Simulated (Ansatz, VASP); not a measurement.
## One calculation of ScPd, two programs

```
Sc Pd
1.0
     3.32620    0.00000    0.00000
     0.00000    3.32620    0.00000
     0.00000    0.00000    3.32620
Sc Pd
1 1
Direct
  0.50000 0.50000 0.50000
  0.00000 0.00000 0.00000
```

Change from the starting cell: volume scaled by 1.04, crystal datasets.

Alike in both runs: task electric field gradients; functional PBEsol; k mesh 12 × 12 × 12; occupations fermi-dirac, width 0.05 eV; no spin polarisation.

```csv
,VASP,Ansatz
version,VASP 6.6.1,Ansatz 0.2.0
potentials or method,"VASP PAW PBE potentials, release 64 (Sc_sv, Pd), cutoff 400 eV","all-electron PAW with datasets made for the crystal, scalar-relativistic"
```

|  | VASP | Ansatz | Ansatz less VASP |
| --- | --- | --- | --- |
| pressure (GPa) | -5.9 | -5.9 | +0.06 |

VASP's potentials were made for PBE, not for PBEsol. Ansatz ran all-electron here, and VASP with PAW potentials.
